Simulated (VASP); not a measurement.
# HC20 in VASP: notebook, part 3 of 3

VASP 6.6.1. Earlier steps stand in the parts before.

## (6) Single point, LDA

File INCAR:

```
PREC = Accurate
ENCUT = 520
EDIFF = 1E-6
ISMEAR = 0
SIGMA = 0.05
LREAL = Auto
LASPH = True
NELM = 100
ALGO = Fast
ISIF = 2
LWAVE = False
LCHARG = True
LDIPOL = True
IDIPOL = 3
DIPOL = 0.5 0.5 0.288
GGA = CA
LELF = True
LVHAR = True
LVACPOTAV = True
NBANDS = 108
```

File KPOINTS:

```
regular mesh
0
Gamma
  4 4 1
```

File POSCAR:

```
HC20
1.0
    7.2015518731      0.0000000000      0.0000000000
   -3.3194130427      7.7907812636      0.0000000000
    0.0000000000      0.0000000000     22.7916832250
C H
40 2
Direct
    0.2501129010      0.1667043003      0.1755026147
    0.2501129010      0.6667043003      0.1755026147
    0.7501129009      0.1667043003      0.1755026147
    0.7501129009      0.6667043003      0.1755026147
    0.2498870990      0.3332956997      0.1755026147
    0.2498870990      0.8332956997      0.1755026147
    0.7498870990      0.3332956997      0.1755026147
    0.7498870990      0.8332956997      0.1755026147
    0.2501129010      0.4167043003      0.2291325538
    0.2501129010      0.9167043003      0.2291325538
    0.7501129009      0.4167043003      0.2291325538
    0.7501129009      0.9167043003      0.2291325538
    0.2498870990      0.0832956997      0.2291325538
    0.2498870991      0.5832956997      0.2291325538
    0.7498870990      0.0832956997      0.2291325538
    0.7498870990      0.5832956997      0.2291325538
    0.2500458055      0.1676520614      0.2827258575
    0.2500458055      0.6676520614      0.2827258575
    0.7500458055      0.1676520614      0.2827258575
    0.7500458055      0.6676520614      0.2827258575
    0.2499541945      0.3323479386      0.2827258575
    0.2499541945      0.8323479386      0.2827258575
    0.7499541945      0.3323479386      0.2827258575
    0.7499541945      0.8323479386      0.2827258575
    0.2500622594      0.4183368654      0.3365410697
    0.2500622594      0.9183368654      0.3365410697
    0.7500622594      0.4183368654      0.3365410697
    0.7500622594      0.9183368654      0.3365410697
    0.2499377406      0.0816631346      0.3365410697
    0.2499377406      0.5816631346      0.3365410697
    0.7499377406      0.0816631346      0.3365410697
    0.7499377406      0.5816631346      0.3365410697
    0.2501903787      0.1771682769      0.3857408485
    0.2501903787      0.6771682769      0.3857408485
    0.7501903787      0.1771682769      0.3857408485
    0.7501903787      0.6771682769      0.3857408485
    0.2498096213      0.3228317231      0.3857408485
    0.2498096213      0.8228317231      0.3857408485
    0.7498096213      0.3228317231      0.3857408485
    0.7498096213      0.8228317231      0.3857408485
    0.9998096213      0.2531023790      0.4054848926
    0.9998096213      0.3925610672      0.4054848926
```

Potentials or basis: VASP PAW LDA potentials, release 64 (C, H).

Launch:

```console
$ cat potpaw_LDA.64/C/POTCAR potpaw_LDA.64/H/POTCAR > POTCAR
$ mpirun -np 1 vasp_std > vasp.out
```

It took 65 min on 1 thread of Oxide Virtual Turin-like, shared host; peak memory 1.3 GiB.

The run converged. Its results:

- Free energy: -367.3078 eV
- Largest force: 7.121 eV/Å
- Band gap on the k mesh: 0.01 eV (least direct gap 0.05 eV)

Forces in eV/Å, atoms in the order of the input:
```
C   -2.703  6.385  1.067
C   -2.762  6.375  1.096
C   -2.786  6.467  1.061
C   -2.626  6.447  1.176
C    2.658 -6.340  1.100
C    2.757 -6.370  1.118
C    2.748 -6.463  1.030
C    2.669 -6.421  1.186
C   -0.153  0.424 -1.260
C   -0.133  0.379 -1.181
C   -0.136  0.322 -1.105
C   -0.185  0.340 -1.217
C    0.134 -0.330 -1.069
C    0.202 -0.418 -1.099
C    0.139 -0.305 -1.067
C    0.063 -0.391 -1.208
C   -0.018 -0.182 -0.240
C   -0.007 -0.077 -0.108
C    0.122  0.063 -0.369
C    0.029 -0.041  0.002
C    0.042  0.329  0.102
C   -0.026  0.003 -0.035
C    0.089  0.001 -0.258
C    0.015  0.065  0.015
C    0.578  0.501 -1.333
C    0.091  0.033  0.038
C   -0.362  0.001 -0.324
C   -0.015  0.007  0.048
C    0.146  0.261 -0.007
C    0.175 -0.298 -0.179
C   -0.482 -0.189 -0.222
C   -0.024 -0.105  0.036
C    1.022 -2.548  0.216
C   -0.015 -0.632  0.352
C    1.561 -3.540  0.207
C    0.078 -0.243  0.177
C   -2.691  1.461  0.827
C   -0.225  0.416  0.164
C   -0.799  3.331  0.259
C   -0.102  0.240  0.149
H    0.432  1.784  0.216
H    0.496 -0.739  0.639
```

Levels at points of the mesh, in eV from the valence-band top:
| k point | band 77 | band 78 | band 79 | band 80 | band 81 | band 82 | band 83 | band 84 | band 85 | band 86 |
| --- | --- | --- | --- | --- | --- | --- | --- | --- | --- | --- |
| (0.00, 0.00, 0.00) | -0.88 | -0.88 | -0.66 | -0.28 | 0.00 | 0.10 | 0.32 | 0.56 | 0.69 | 1.14 |
| (0.50, 0.00, 0.00) | -0.96 | -0.92 | -0.46 | -0.28 | -0.04 | 0.01 | 0.36 | 0.56 | 0.98 | 1.01 |
| (0.00, 0.50, 0.00) | -1.13 | -1.08 | -1.06 | -1.04 | -0.04 | 0.29 | 0.64 | 0.68 | 0.81 | 1.02 |
| (0.50, 0.50, 0.00) | -1.18 | -1.15 | -0.81 | -0.80 | -0.02 | 0.21 | 0.58 | 0.71 | 0.87 | 0.97 |

Caveat: the smearing spreads over this small gap.

## (7) Single point, LDA

File INCAR:

```
SYSTEM = HC20
PREC = Accurate ; ENCUT = 520
EDIFF = 1E-6 ; ISMEAR = 0
SIGMA = 0.05 ; LREAL = Auto
LASPH = .TRUE. ; NELM = 100
ALGO = Fast ; ISIF = 2
LWAVE = .FALSE. ; LCHARG = .FALSE.
LDIPOL = .TRUE. ; IDIPOL = 3
DIPOL = 0.5 0.5 0.290 ; GGA = CA
NBANDS = 108
```

File KPOINTS:

```
regular mesh
0
G
  4 4 1
  0 0 0
```

POSCAR, as its differences from that of step 6:

```diff
@@ -48,3 +48,3 @@
     0.7498096213      0.8228317231      0.3857408485
-    0.9998096213      0.2531023790      0.4054848926
-    0.9998096213      0.3925610672      0.4054848926
+    0.9998096213      0.2844540147      0.4616457293
+    0.9998096213      0.3612094315      0.4616457293
```

Launch:

```console
$ cat potpaw_LDA.64/C/POTCAR potpaw_LDA.64/H/POTCAR > POTCAR
$ mpirun -np 1 vasp_std > vasp.out
```

It took 72 min on 1 thread of Oxide Virtual Turin-like, shared host; peak memory 1.3 GiB.

Results (log left out):

```yaml
Free_energy: -369.1762 eV
Largest_force: 6.938 eV/Å
Band_gap_on_the_k_mesh: 0.01 eV
```

Forces in eV/Å, atoms in the order of the input:
```
C   -2.660  6.301  1.106
C   -2.698  6.294  1.115
C   -2.672  6.294  1.106
C   -2.690  6.294  1.111
C    2.657 -6.308  1.115
C    2.702 -6.286  1.106
C    2.672 -6.297  1.104
C    2.686 -6.296  1.114
C   -0.162  0.407 -1.187
C   -0.177  0.406 -1.190
C   -0.161  0.405 -1.179
C   -0.176  0.402 -1.197
C    0.159 -0.401 -1.188
C    0.174 -0.406 -1.189
C    0.175 -0.396 -1.184
C    0.172 -0.406 -1.193
C    0.006 -0.037  0.003
C   -0.003 -0.010  0.008
C    0.014  0.015 -0.013
C    0.002 -0.011  0.017
C   -0.006  0.006  0.012
C   -0.003  0.002  0.018
C    0.030  0.005 -0.018
C   -0.005  0.010  0.021
C   -0.040  0.042  0.050
C   -0.011  0.046  0.013
C   -0.001 -0.010  0.048
C   -0.016  0.004 -0.003
C    0.013  0.033 -0.012
C    0.022 -0.037  0.005
C   -0.005  0.005  0.046
C   -0.014 -0.025  0.004
C    0.066 -0.147  0.087
C    0.045 -0.084  0.084
C   -0.226 -0.214 -0.227
C    0.057 -0.111  0.055
C    0.098  0.030 -0.065
C   -0.054  0.074  0.039
C   -0.321  0.008 -0.219
C   -0.053  0.116  0.059
H    2.343 -4.850  0.299
H   -1.940  5.133  0.321
```

Levels at points of the mesh, in eV from the valence-band top:
| k point | band 77 | band 78 | band 79 | band 80 | band 81 | band 82 | band 83 | band 84 | band 85 | band 86 |
| --- | --- | --- | --- | --- | --- | --- | --- | --- | --- | --- |
| (0.00, 0.00, 0.00) | -0.99 | -0.92 | -0.82 | -0.20 | -0.02 | 0.02 | 0.50 | 0.62 | 0.69 | 0.98 |
| (0.50, 0.00, 0.00) | -1.33 | -0.97 | -0.97 | -0.13 | -0.12 | 0.17 | 0.19 | 0.78 | 0.87 | 1.06 |
| (0.00, 0.50, 0.00) | -1.39 | -1.10 | -1.09 | -1.09 | -1.09 | 0.62 | 0.63 | 0.65 | 0.66 | 1.43 |
| (0.50, 0.50, 0.00) | -1.27 | -1.18 | -1.16 | -0.79 | -0.79 | 0.49 | 0.51 | 0.76 | 0.77 | 1.31 |

Caveat: the smearing spreads over this small gap.

## (8) Overview

| cell | gap on the mesh (eV) | largest force (eV/Å) |
| --- | --- | --- |
| as given, atomic positions A | none | 6.95 |
| as given, atomic positions B | 0.01 | 6.94 |
| as given, atomic positions C | none | 6.95 |
| as given, atomic positions D | 0.01 | 6.93 |
| as given, atomic positions E | 0.01 | 7.12 |
| as given, atomic positions F | 0.01 | 6.94 |

Alike in all rows: task single point; level LDA; potentials or basis VASP PAW LDA potentials, release 64 (C, H); no spin polarisation; k mesh 4 × 4 × 1; cutoff (eV) 520; smearing gaussian 0.05 eV.

Caveats: the smearing spreads over this small gap (at least some runs).

Total energies depend on the potentials used, so only differences within one code and one set of settings carry meaning.
